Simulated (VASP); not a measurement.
Here is a VASP 6.6.1 calculation.

INCAR

```
SYSTEM = Co
ALGO = Normal
EDIFF = 1E-6
ENCUT = 520
GGA = PS
ISIF = 2
ISMEAR = 0
ISPIN = 2
LASPH = .TRUE.
LCHARG = .FALSE.
LMAXMIX = 4
LORBIT = 11
LREAL = .FALSE.
LWAVE = .FALSE.
MAGMOM = 2.1
NBANDS = 14
NELM = 150
PREC = Accurate
SIGMA = 0.1
```

Contents of KPOINTS:

```
k-points
0
G
  18 18 18
  0 0 0
```

The input POSCAR:

```
Co
1.0
   -1.5460345575      1.5460345575      1.5460345575
    1.5460345575     -1.5460345575      1.5460345575
    1.5460345575      1.5460345575     -1.5460345575
Co
1
Direct
    0.0000000000      0.0000000000      0.0000000000
```

Potentials or basis: VASP PAW PBE potentials, release 64 (Co).

Run with:

```bash
$ cat potpaw_PBE.64/Co/POTCAR > POTCAR
$ mpirun -np 1 vasp_std > vasp.out
```

Problem. Estimate the net moment.

Solution. 1.89 μB per cell.

Problem. What does it give for the pressure?

Solution. -35.1 GPa.

Caveat: the cell differs from its parent crystal (Zn replaced by Co, lengths x 1.020, strained); the PAW data sets were made with another functional, which shifts forces and pressure a little.
